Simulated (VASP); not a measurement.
# K (Im-3m) in VASP: notebook, part 2 of 2

VASP 6.6.1. The steps go on from the part before.

**4. Single point, PBEsol (volume scaled by 1.06)**

INCAR

```
  PREC = Accurate
  ENCUT = 520
  EDIFF = 1E-6
  ISMEAR = 0
  SIGMA = 0.1
  LREAL = F
  LASPH = T
  NELM = 80
  ALGO = Normal
  ISIF = 2
  LWAVE = F
  LCHARG = F
  GGA = PS
  NBANDS = 10
```

KPOINTS

```
regular mesh
0
Gamma
  12 12 12
```

POSCAR

```
K
1.0
   -2.6637384986      2.6637384986      2.6637384986
    2.6637384986     -2.6637384986      2.6637384986
    2.6637384986      2.6637384986     -2.6637384986
K
1
Direct
    0.0000000000      0.0000000000      0.0000000000
```

Potentials or basis: VASP PAW PBE potentials, release 64 (K_sv).

Started as:

```bash
$ cat potpaw_PBE.64/K_sv/POTCAR > POTCAR
$ mpirun -np 1 vasp_std > vasp.out
```

OUTCAR:

```text
PREC = Accurate
   ENCUT = 520
   EDIFF = 1E-6
   ISMEAR = 0
   LREAL = F
   LASPH = T
   NELM = 80
   ISIF = 2
   GGA = PS

 ion  position               nearest neighbor table
   1  0.000  0.000  0.000-

  LATTYP: Found a body centered cubic cell.
 ALAT       =     5.3274769972

  Lattice vectors:

 A1 = (  -2.6637384986,   2.6637384986,   2.6637384986)
 A2 = (   2.6637384986,  -2.6637384986,   2.6637384986)
 A3 = (   2.6637384986,   2.6637384986,  -2.6637384986)

Analysis of symmetry for initial positions (statically):
=====================================================================
 Subroutine PRICEL returns:
 Original cell was already a primitive cell.

 Routine SETGRP: Setting up the symmetry group for a
 body centered cubic supercell.

 Subroutine GETGRP returns: Found 48 space group operations
 (whereof 48 operations were pure point group operations)
 out of a pool of 48 trial point group operations.

The static configuration has the point symmetry O_h .

Analysis of symmetry for dynamics (positions and initial velocities):
=====================================================================
 Subroutine PRICEL returns:
 Original cell was already a primitive cell.

 Routine SETGRP: Setting up the symmetry group for a
 body centered cubic supercell.

 Subroutine GETGRP returns: Found 48 space group operations
 (whereof 48 operations were pure point group operations)
 out of a pool of 48 trial point group operations.

The dynamic configuration has the point symmetry O_h .

 Subroutine INISYM returns: Found 48 space group operations
 (whereof 48 operations are pure point group operations),
 and found     1 'primitive' translations

----------------------------------------------------------------------------------------

                                     Primitive cell

  volume of cell :      75.6023

[... 110 lines left out ...]
   LORBIT       =      0    0 simple, 1 ext, 2 COOP (PROOUT), +10 PAW based schemes
   GGA     = PS    functional components
   LHFCALC =     F    Hartree Fock is set to
   AEXX    =    0.0000 exact exchange contribution
   IVDW    =     0    specifies the selected vdW correction
   LEPSILON=     F    determine dielectric tensor
   LRPA    =     F    only Hartree local field effects (RPA)
 non-spin polarized calculation
 Gauss-broadening in eV      SIGMA  =   0.10
  energy-cutoff  :      520.00
  volume of cell :       75.60
 maximum number of plane-waves:      2093
 NGX is ok and might be reduce to    36
   NGX = 17   NGY = 17   NGZ = 17

 number of electron       9.0000001 magnetization

 Free energy of the ion-electron system (eV)
  ---------------------------------------------------
  ext. energy  EPLUGINS =         0.00000000
  ---------------------------------------------------
  free energy    TOTEN  =        -1.13127359 eV

  energy without entropy =       -1.12632504  energy(sigma->0) =       -1.12879932

 E-fermi :  -0.2372     XC(G=0):  -5.6284

 val. band max:       -0.2587668752   @ k =   0.2500   0.2500   0.0000
 cond. band min:      -0.1934866012   @ k =   0.3333   0.1667  -0.0000
 fundamental gap:      0.0652802740
 Fermi energy:        -0.2371722732

 k-point     1 :       0.0000    0.0000    0.0000
  band No.  band energies     occupation
      1     -32.2366      2.00000
      2     -15.7482      2.00000
      3     -15.7482      2.00000
      4     -15.7482      2.00000
      5      -2.3435      2.00000
      6       4.0442      0.00000
      7       4.0442      0.00000
      8       4.0442      0.00000
      9       4.9471      0.00000
     10       4.9471      0.00000
[... 287 lines left out ...]
 k-point    24 :       0.4167    0.0833    0.0833
  band No.  band energies     occupation
      1     -32.2329      2.00000
      2     -15.8059      2.00000
      3     -15.7715      2.00000
      4     -15.7520      2.00000
      5       0.3920      0.00000
      6       0.5332      0.00000
      7       2.5369      0.00000
      8       4.2885      0.00000
      9       5.4260      0.00000
     10       5.4893      0.00000

 [... further k-points ...]

------------------------ aborting loop because EDIFF is reached ----------------------------------------

  FORCE on cell =-STRESS in cart. coord.  units (eV):
  Direction    XX          YY          ZZ          XY          YZ          ZX
  --------------------------------------------------------------------------------------
  -------------------------------------------------------------------------------------
  Total       -0.1035105     -0.1035105     -0.1035105      0.0000000     -0.0000000      0.0000000
  in kB       -2.1936135     -2.1936135     -2.1936135      0.0000000     -0.0000000      0.0000000
  external PRESSURE =      -2.1936135 kB  Pullay stress =       0.0000000 kB

 VOLUME and BASIS-vectors are now :
 -----------------------------------------------------------------------------
  energy-cutoff  :      520.00
  volume of cell :       75.60
      direct lattice vectors                 reciprocal lattice vectors
    -2.663738499  2.663738499  2.663738499     0.000000000  0.187706113  0.187706113
     2.663738499 -2.663738499  2.663738499     0.187706113  0.000000000  0.187706113
     2.663738499  2.663738499 -2.663738499     0.187706113  0.187706113  0.000000000

 POSITION                                       TOTAL-FORCE (eV/Angst)
 -----------------------------------------------------------------------------------
      0.00000      0.00000      0.00000         0.000000      0.000000     -0.000000
 -----------------------------------------------------------------------------------
    total drift:                               -0.000000      0.000000      0.000000

  FREE ENERGIE OF THE ION-ELECTRON SYSTEM (eV)
  ---------------------------------------------------
  free  energy   TOTEN  =        -1.1312735937 eV

  energy  without entropy=       -1.1263250365  energy(sigma->0) =       -1.12879932
```

stdout:

```text
POSCAR found type information on POSCAR K
 POSCAR found :  1 types and       1 ions
 scaLAPACK will be used
 -----------------------------------------------------------------------------
|                                                                             |
|                                                                             |
|     You enforced a specific xc type in the INCAR file but a different       |
|     I HOPE YOU KNOW WHAT YOU ARE DOING!                                     |
|                                                                             |
 -----------------------------------------------------------------------------

 LDA part: xc-table for (Slater+PW92), standard interpolation
 POSCAR, INCAR and KPOINTS ok, starting setup
 FFT: planning ... GRIDC
 FFT: planning ... GRID_SOFT
 FFT: planning ... GRID
 WAVECAR not read
 entering main loop
```

Wall time 23 s (1 thread of Intel Xeon Platinum 8559C (Emerald Rapids), shared host); peak memory 0.22 GiB.

Results:

| Property | Result |
| --- | --- |
| Free energy | -1.1313 eV |
| Pressure | -0.2 GPa |

Levels at points of the mesh, in eV from the Fermi level:
```csv
k point,band 2,band 3,band 4,band 5,band 6,band 7
"(0.00, 0.00, 0.00)",-15.51,-15.51,-15.51,-2.11,4.28,4.28
"(0.50, 0.00, 0.00)",-15.57,-15.53,-15.51,0.46,0.68,3.17
"(0.50, 0.50, 0.50)",-15.56,-15.56,-15.56,1.70,1.70,3.41
```

Caveat: the cell differs from its parent crystal (volume scaled by 1.06); the PAW data sets were made with another functional, which shifts forces and pressure a little.

**5. Single point, PBEsol (volume scaled by 1.10)**

INCAR

```
  PREC = Accurate
  ENCUT = 520
  EDIFF = 1E-6
  ISMEAR = 0
  SIGMA = 0.1
  LREAL = False
  LASPH = True
  NELM = 80
  ALGO = Fast
  ISIF = 2
  LWAVE = False
  LCHARG = False
  GGA = PS
  NBANDS = 10
```

KPOINTS is that of step 4.

POSCAR

```
K
1.0
   -2.6968318016      2.6968318016      2.6968318016
    2.6968318016     -2.6968318016      2.6968318016
    2.6968318016      2.6968318016     -2.6968318016
K
1
Direct
    0.0000000000      0.0000000000      0.0000000000
```

Started as:

```bash
$ cat potpaw_PBE.64/K_sv/POTCAR > POTCAR
$ mpirun -np 1 vasp_std > vasp.out
```

It took 27 s on 1 thread of Intel Xeon Platinum 8559C (Emerald Rapids), shared host; peak memory 0.22 GiB.

Results (log left out):

* Free energy: -1.1267 eV
* Pressure: -0.3 GPa

Levels at points of the mesh, in eV from the Fermi level:
```csv
k point,band 1,band 2,band 3,band 4,band 5,band 6,band 7,band 8,band 9
"(0.00, 0.00, 0.00)",-32.03,-15.54,-15.54,-15.54,-2.06,4.24,4.24,4.24,5.12
"(0.50, 0.00, 0.00)",-32.02,-15.59,-15.56,-15.54,0.46,0.67,3.15,4.75,5.64
"(0.50, 0.50, 0.50)",-32.02,-15.58,-15.58,-15.58,1.72,1.72,3.31,3.31,3.31
```

Caveat: the cell differs from its parent crystal (volume scaled by 1.10); the PAW data sets were made with another functional, which shifts forces and pressure a little.

**6. Relaxation of cell and atoms, PBEsol**

INCAR

```
SYSTEM = K
PREC = Accurate
ENCUT = 600
EDIFF = 1E-6
ISMEAR = 0
SIGMA = 0.1
LREAL = .False.
LASPH = .True.
NELM = 60
ALGO = Normal
ISIF = 3
LWAVE = .False.
LCHARG = .False.
GGA = PS
IBRION = 2
NSW = 100
EDIFFG = -0.005
```

KPOINTS

```
regular mesh
0
Gamma
  12 12 12
  0 0 0
```

POSCAR

```
K
1.0
   -2.6125000000      2.6125000000      2.6125000000
    2.6125000000     -2.6125000000      2.6125000000
    2.6125000000      2.6125000000     -2.6125000000
K
1
Direct
    0.0000000000      0.0000000000      0.0000000000
```

Potentials or basis: VASP PAW PBE potentials, release 64 (K_sv).

Started as:

```bash
$ cat potpaw_PBE.64/K_sv/POTCAR > POTCAR
$ mpirun -np 1 vasp_std > vasp.out
```

Wall time 35 s (1 thread of Intel Xeon Platinum 8559C (Emerald Rapids), shared host); peak memory 0.23 GiB.

The run converged. Its results:

```yaml
Free_energy: -1.1344 eV
Relaxed_volume: 71.00 Å³/atom
Relaxed_cell: a = 4.518 Å, b = 4.518 Å, c = 4.518 Å, α = 109.47°, β = 109.47°, γ = 109.47°
Space_group_after_relaxing_to_0.05_Å: Im-3m (No. 229)
Energy_gained_by_relaxing: 0.0 meV/atom
Ionic_steps: 3
Pressure_after_relaxing: 0.0 GPa
```

Final structure:
```
CELL_PARAMETERS angstrom
-2.60856 2.60856 2.60856
2.60856 -2.60856 2.60856
2.60856 2.60856 -2.60856
ATOMIC_POSITIONS crystal
K 0.00000 0.00000 0.00000
```

Levels at points of the mesh, in eV from the Fermi level:
| k point | band 1 | band 2 | band 3 | band 4 | band 5 | band 6 | band 7 | band 8 |
| --- | --- | --- | --- | --- | --- | --- | --- | --- |
| (0.00, 0.00, 0.00) | -31.96 | -15.46 | -15.46 | -15.46 | -2.20 | 4.34 | 4.34 | 4.34 |
| (0.50, 0.00, 0.00) | -31.95 | -15.54 | -15.49 | -15.46 | 0.46 | 0.72 | 3.19 | 4.96 |
| (0.50, 0.50, 0.50) | -31.95 | -15.52 | -15.52 | -15.52 | 1.67 | 1.67 | 3.58 | 3.58 |

Caveat: the PAW data sets were made with another functional, which shifts forces and pressure a little.

**7. The runs side by side**

```csv
task,cell,cutoff (eV),gap on the mesh (eV),pressure (GPa)
single point,"a = 4.525 Å, angles 109.5°, 1 atom",520,none,0.0
single point,"a = 4.570 Å, angles 109.5°, 1 atom",520,none,-0.1
single point,"a = 4.614 Å, angles 109.5°, 1 atom",520,none,-0.2
single point,"a = 4.671 Å, angles 109.5°, 1 atom",520,none,-0.3
relaxation of cell and atoms,"relaxed from a = 4.525 Å, angles 109.5°, 1 atom",600,none,0.0
```

Alike in all rows: level PBEsol; potentials or basis VASP PAW PBE potentials, release 64 (K_sv); no spin polarisation; k mesh 12 × 12 × 12; smearing gaussian 0.1 eV.

Caveats: the PAW data sets were made with another functional, which shifts forces and pressure a little.

Absolute energies hang on the potentials; compare differences alone.
